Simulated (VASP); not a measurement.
# Y (P6_3/mmc) in VASP: single point with PBEsol

Aim: the single point of Y with PBEsol.

Program: VASP 6.6.1. These are calculated values, not measurements. Logs are shortened: lines on timing, memory, paths and dates and some standing lists are left out, and cuts for length are marked.

### Step 1. The cell of the first run

The structure is hexagonal, space group P6_3/mmc (No. 194). The conventional cell has a = 3.346 Å, b = 3.346 Å, c = 6.846 Å, α = 90.00°, β = 90.00°, γ = 120.00°. Within 4.4 Å of Y (site symmetry -6m2) lie 12 Y at 3.35 to 3.93 Å.

### Step 2. Single point, PBEsol

Input file INCAR:

```
SYSTEM = Y
PREC = Accurate ; ENCUT = 520
EDIFF = 1E-6 ; ISMEAR = 0
SIGMA = 0.15 ; LREAL = .False.
LASPH = .True. ; NELM = 60
ALGO = Fast ; ISIF = 2
LWAVE = .False. ; LCHARG = .False.
GGA = PS ; NBANDS = 18
```

Input file KPOINTS:

```
Automatic mesh
0
Gamma
  18 18 10
  0 0 0
```

Input file POSCAR:

```
Y
1.0
    3.3457238853      0.0000000000      0.0000000000
   -1.6728619426      2.8974818787      0.0000000000
    0.0000000000      0.0000000000      6.8459489850
Y
2
Direct
    0.3333333333      0.6666666667      0.2500000000
    0.6666666667      0.3333333333      0.7500000000
```

Potentials or basis: VASP PAW PBE potentials, release 64 (Y_sv).

Command:

```bash
$ cat potpaw_PBE.64/Y_sv/POTCAR > POTCAR
$ mpirun -np 1 vasp_std > vasp.out
```

OUTCAR:

```text
SYSTEM = Y
   PREC = Accurate
   ENCUT = 520
   EDIFF = 1E-6
   ISMEAR = 0
   LREAL = .False.
   LASPH = .True.
   NELM = 60
   ISIF = 2
   GGA = PS

 ion  position               nearest neighbor table
   1  0.333  0.667  0.250-   2 3.93   2 3.93   2 3.93   2 3.93   2 3.93   2 3.93
   2  0.667  0.333  0.750-   1 3.93   1 3.93   1 3.93   1 3.93   1 3.93   1 3.93

  LATTYP: Found a hexagonal cell.
 ALAT       =     3.3457238853
 C/A-ratio  =     2.0461787104

  Lattice vectors:

 A1 = (   3.3457238853,   0.0000000000,   0.0000000000)
 A2 = (  -1.6728619426,   2.8974818787,   0.0000000000)
 A3 = (   0.0000000000,   0.0000000000,   6.8459489850)

Analysis of symmetry for initial positions (statically):
=====================================================================
 Subroutine PRICEL returns:
 Original cell was already a primitive cell.

 Routine SETGRP: Setting up the symmetry group for a
 hexagonal supercell.

 Subroutine GETGRP returns: Found 24 space group operations
 (whereof 12 operations were pure point group operations)
 out of a pool of 24 trial point group operations.

The static configuration has the point symmetry D_3d.
 The point group associated with its full space group is D_6h.

Analysis of symmetry for dynamics (positions and initial velocities):
=====================================================================
 Subroutine PRICEL returns:
 Original cell was already a primitive cell.

 Routine SETGRP: Setting up the symmetry group for a
 hexagonal supercell.

 Subroutine GETGRP returns: Found 24 space group operations
 (whereof 12 operations were pure point group operations)
 out of a pool of 24 trial point group operations.

The dynamic configuration has the point symmetry D_3d.
 The point group associated with its full space group is D_6h.

 Subroutine INISYM returns: Found 24 space group operations
 (whereof 12 operations are pure point group operations),
 and found     1 'primitive' translations

----------------------------------------------------------------------------------------

                                     Primitive cell

  volume of cell :      66.3658

  direct lattice vectors                    reciprocal lattice vectors
     3.345723885  0.000000000  0.000000000     0.298888980  0.172563633  0.000000000
    -1.672861943  2.897481879  0.000000000     0.000000000  0.345127266  0.000000000
     0.000000000  0.000000000  6.845948985     0.000000000  0.000000000  0.146071787

  length of vectors
     3.345723885  3.345723885  6.845948985     0.345127266  0.345127266  0.146071787

  position of ions in fractional coordinates (direct lattice)
     0.333333333  0.666666667  0.250000000
     0.666666667  0.333333333  0.750000000

  ion indices of the primitive-cell ions
   primitive index   ion index
                 1           1
                 2           2

----------------------------------------------------------------------------------------

 KPOINTS: Automatic mesh

Automatic generation of k-mesh.
 Grid dimensions read from file:
 generate k-points for:   18   18   10

 Generating k-lattice:

  Cartesian coordinates                     Fractional coordinates (reciprocal lattice)
     0.016604943  0.009586869  0.000000000     0.055555556  0.000000000  0.000000000
     0.000000000  0.019173737  0.000000000     0.000000000  0.055555556  0.000000000
     0.000000000  0.000000000  0.014607179     0.000000000  0.000000000  0.100000000

  Length of vectors
     0.019173737  0.019173737  0.014607179

  Shift w.r.t. Gamma in fractional coordinates (k-lattice)
     0.000000000  0.000000000  0.000000000

 Subroutine IBZKPT returns following result:
 ===========================================

 Found    222 irreducible k-points:

 Following reciprocal coordinates:
            Coordinates               Weight
  0.000000  0.000000  0.000000      1.000000
  0.055556  0.000000  0.000000      6.000000
  0.111111  0.000000  0.000000      6.000000
  0.166667  0.000000  0.000000      6.000000
  0.222222  0.000000  0.000000      6.000000
  0.277778  0.000000  0.000000      6.000000
[... 16 lines left out ...]
  0.333333  0.111111  0.000000     12.000000
  0.388889  0.111111  0.000000     12.000000
 [... further k-points ...]
   k-points           NKPTS =    222   k-points in BZ     NKDIM =    222   number of bands    NBANDS=     18
   number of dos      NEDOS =    301   number of ions     NIONS =      2
   total plane-waves  NPLWV =  42336
   dimension x,y,z NGX =    28 NGY =   28 NGZ =   54
   dimension x,y,z NGXF=    56 NGYF=   56 NGZF=  108
   ions per type =               2
   NGX,Y,Z   is equivalent  to a cutoff of  13.91, 13.91, 13.11 a.u.
   NGXF,Y,Z  is equivalent  to a cutoff of  27.83, 27.83, 26.23 a.u.
 SYSTEM =  Y
   PREC   = accura    normal or accurate (medium, high low for compatibility)
   ISTART =      0    job   : 0-new  1-cont  2-samecut
   ICHARG =      2    charge: 1-file 2-atom 10-const
   ISPIN  =      1    spin polarized calculation?
   LNONCOLLINEAR =      F non collinear calculations
   LSORBIT =      F    spin-orbit coupling
   LASPH  =      T    aspherical Exc in radial PAW
   ENCUT  =  520.0 eV  38.22 Ry    6.18 a.u.   6.22  6.22 12.73*2*pi/ulx,y,z
   NELM   =     60;   NELMIN=  2; NELMDL= -5     # of ELM steps
   EDIFF  = 0.1E-05   stopping-criterion for ELM
   LREAL  =      F    real-space projection
   EDIFFG = 0.1E-04   stopping-criterion for IOM
   NSW    =      0    number of steps for IOM
   IBRION =     -1    ionic relax: 0-MD 1-quasi-New 2-CG
   NFREE  =      0    steps in history (QN), initial steepest desc. (CG)
   ISIF   =      2    stress and relaxation
   ISYM   =      2    0-nonsym 1-usesym 2-fastsym
   POTIM  = 0.5000    time-step for ionic-motion
   TEBEG  =    0.0;   TEEND  =   0.0 temperature during run
   PSTRESS=    0.0 pullay stress
   NELECT =      22.0000    total number of electrons
   NUPDOWN=      -1.0000    fix difference up-down
   EMIN   =  10.00;   EMAX   =-10.00  energy-range for DOS
   EFERMI =   0.00;   METHOD = LEGACY
   ISMEAR =     0;   SIGMA  =   0.15  broadening in eV -4-tet -1-fermi 0-gaus
   EFERMI_NEDOS =   21; number of points for ismear=-14 and -15
   IALGO  =     68    algorithm
   IMIX   =      4    mixing-type and parameters
     AMIX     =   0.40;   BMIX     =  1.00
     AMIX_MAG =   1.60;   BMIX_MAG =  1.00
  volume/ion in A,a.u.               =      33.18       223.93
  Fermi-wavevector in a.u.,A,eV,Ry     =   1.133011  2.141081 17.465997  1.283715
  Thomas-Fermi vector in A             =   2.269713
   LORBIT       =      0    0 simple, 1 ext, 2 COOP (PROOUT), +10 PAW based schemes
   GGA     = PS    functional components
   LHFCALC =     F    Hartree Fock is set to
   AEXX    =    0.0000 exact exchange contribution
   IVDW    =     0    specifies the selected vdW correction
   LEPSILON=     F    determine dielectric tensor
   LRPA    =     F    only Hartree local field effects (RPA)
 non-spin polarized calculation
 RMM-DIIS sequential band-by-band and
 Gauss-broadening in eV      SIGMA  =   0.15
  energy-cutoff  :      520.00
  volume of cell :       66.37
 maximum number of plane-waves:      1806
 NGX is ok and might be reduce to    28
   NGX = 13   NGY = 13   NGZ = 25

 number of electron      22.0000001 magnetization

 Free energy of the ion-electron system (eV)
  ---------------------------------------------------
  ext. energy  EPLUGINS =         0.00000000
  ---------------------------------------------------
  free energy    TOTEN  =       -13.15452102 eV

  energy without entropy =      -13.11510492  energy(sigma->0) =      -13.13481297

 E-fermi :   2.7821     XC(G=0):  -9.4626

 val. band max:        2.7794115787   @ k =   0.2222   0.2222   0.2000
 cond. band min:       2.7867329706   @ k =   0.2778   0.0000   0.5000
 fundamental gap:      0.0073213919
 Fermi energy:         2.7820832628

 k-point     1 :       0.0000    0.0000    0.0000
  band No.  band energies     occupation
      1     -39.8389      2.00000
      2     -39.8194      2.00000
      3     -19.9509      2.00000
      4     -19.6810      2.00000
      5     -19.4463      2.00000
      6     -19.4463      2.00000
[... 10 lines left out ...]
     17       7.0122      0.00000
     18       7.0130      0.00000

 k-point     2 :       0.0556    0.0000    0.0000
  band No.  band energies     occupation
      1     -39.8357      2.00000
      2     -39.8165      2.00000
      3     -19.9453      2.00000
      4     -19.6791      2.00000
      5     -19.4722      2.00000
      6     -19.4559      2.00000
[... 10 lines left out ...]
     17       6.7830      0.00000
     18       6.9422      0.00000

 k-point     3 :       0.1111    0.0000    0.0000
  band No.  band energies     occupation
      1     -39.8267      2.00000
      2     -39.8082      2.00000
      3     -19.9288      2.00000
      4     -19.6737      2.00000
      5     -19.5464      2.00000
      6     -19.5305      2.00000
[... 10 lines left out ...]
     17       6.2620      0.00000
     18       6.7640      0.00000

 k-point     4 :       0.1667    0.0000    0.0000
  band No.  band energies     occupation
      1     -39.8127      2.00000
      2     -39.7955      2.00000
      3     -19.9031      2.00000
      4     -19.6659      2.00000
      5     -19.6588      2.00000
      6     -19.6423      2.00000
[... 10 lines left out ...]
     17       5.6922      0.00000
     18       6.5322      0.00000

 k-point     5 :       0.2222    0.0000    0.0000
  band No.  band energies     occupation
      1     -39.7955      2.00000
      2     -39.7800      2.00000
      3     -19.8704      2.00000
      4     -19.7944      2.00000
      5     -19.7758      2.00000
      6     -19.6572      2.00000
[... 10 lines left out ...]
     17       6.2141      0.00000
     18       6.2879      0.00000

 k-point     6 :       0.2778    0.0000    0.0000
  band No.  band energies     occupation
      1     -39.7769      2.00000
      2     -39.7635      2.00000
      3     -19.9358      2.00000
      4     -19.9141      2.00000
      5     -19.8338      2.00000
      6     -19.6495      2.00000
[... 10 lines left out ...]
     17       6.6524      0.00000
     18       6.8477      0.00000

 k-point     7 :       0.3333    0.0000    0.0000
  band No.  band energies     occupation
      1     -39.7592      2.00000
      2     -39.7481      2.00000
      3     -20.0660      2.00000
      4     -20.0410      2.00000
      5     -19.7970      2.00000
      6     -19.6445      2.00000
[... 10 lines left out ...]
     17       7.3840      0.00000
     18       7.6430      0.00000

 k-point     8 :       0.3889    0.0000    0.0000
  band No.  band energies     occupation
      1     -39.7445      2.00000
      2     -39.7357      2.00000
      3     -20.1702      2.00000
      4     -20.1425      2.00000
      5     -19.7638      2.00000
      6     -19.6434      2.00000
[... 10 lines left out ...]
     17       7.5941      0.00000
     18       8.1366      0.00000
[... 229 lines left out ...]
     17       5.9829      0.00000
     18       6.3677      0.00000

 k-point    20 :       0.1667    0.1111    0.0000
  band No.  band energies     occupation
      1     -39.7887      2.00000
      2     -39.7739      2.00000
      3     -19.8573      2.00000
      4     -19.8225      2.00000
      5     -19.8149      2.00000
      6     -19.6541      2.00000
[... 10 lines left out ...]
     17       6.3167      0.00000
     18       6.5589      0.00000

 k-point    21 :       0.2222    0.1111    0.0000
  band No.  band energies     occupation
      1     -39.7712      2.00000
      2     -39.7585      2.00000
      3     -19.9462      2.00000
      4     -19.9317      2.00000
      5     -19.8223      2.00000
      6     -19.6474      2.00000
[... 10 lines left out ...]
     17       6.9251      0.00000
     18       7.2942      0.00000

 k-point    22 :       0.2778    0.1111    0.0000
  band No.  band energies     occupation
      1     -39.7545      2.00000
      2     -39.7440      2.00000
      3     -20.0600      2.00000
      4     -20.0392      2.00000
      5     -19.7869      2.00000
      6     -19.6435      2.00000
[... 10 lines left out ...]
     17       7.1674      0.00000
     18       7.3471      0.00000

 k-point    23 :       0.3333    0.1111    0.0000
  band No.  band energies     occupation
      1     -39.7406      2.00000
      2     -39.7324      2.00000
      3     -20.1512      2.00000
      4     -20.1256      2.00000
      5     -19.7548      2.00000
      6     -19.6746      2.00000
[... 10 lines left out ...]
     17       7.0528      0.00000
     18       7.4678      0.00000

 k-point    24 :       0.3889    0.1111    0.0000
  band No.  band energies     occupation
      1     -39.7313      2.00000
      2     -39.7251      2.00000
      3     -20.2099      2.00000
      4     -20.1813      2.00000
      5     -19.7308      2.00000
      6     -19.6961      2.00000
[... 10 lines left out ...]
     17       6.9777      0.00000
     18       7.5330      0.00000

 [... further k-points ...]

------------------------ aborting loop because EDIFF is reached ----------------------------------------

  FORCE on cell =-STRESS in cart. coord.  units (eV):
  Direction    XX          YY          ZZ          XY          YZ          ZX
  --------------------------------------------------------------------------------------
  -------------------------------------------------------------------------------------
  Total        1.2043449      1.2043449     -4.0519501      0.0000000      0.0000000      0.0000000
  in kB       29.0748168     29.0748168    -97.8205685      0.0000000      0.0000000      0.0000000
  external PRESSURE =     -13.2236450 kB  Pullay stress =       0.0000000 kB

 VOLUME and BASIS-vectors are now :
 -----------------------------------------------------------------------------
  energy-cutoff  :      520.00
  volume of cell :       66.37
      direct lattice vectors                 reciprocal lattice vectors
     3.345723885  0.000000000  0.000000000     0.298888980  0.172563633  0.000000000
    -1.672861943  2.897481879  0.000000000     0.000000000  0.345127266  0.000000000
     0.000000000  0.000000000  6.845948985     0.000000000  0.000000000  0.146071787

 POSITION                                       TOTAL-FORCE (eV/Angst)
 -----------------------------------------------------------------------------------
     -0.00000      1.93165      1.71149         0.000000     -0.000000      0.000000
      1.67286      0.96583      5.13446        -0.000000      0.000000      0.000000
 -----------------------------------------------------------------------------------
    total drift:                               -0.000000      0.000000     -0.000000

  FREE ENERGIE OF THE ION-ELECTRON SYSTEM (eV)
  ---------------------------------------------------
  free  energy   TOTEN  =       -13.1545210193 eV

  energy  without entropy=      -13.1151049240  energy(sigma->0) =      -13.13481297
```

It used 870 s of CPU time on 1 thread of AMD EPYC 7R13 Processor (Zen 3) (shared host).

Results:

```yaml
Free_energy: -13.1545 eV
Pressure: -1.3 GPa
Band_gap_on_the_k_mesh: zero (band 11 reaches 3.06 eV, above the bottom of band 12 at 2.41 eV)
```

Caveat: the PAW data sets were made with another functional, which shifts forces and pressure a little.
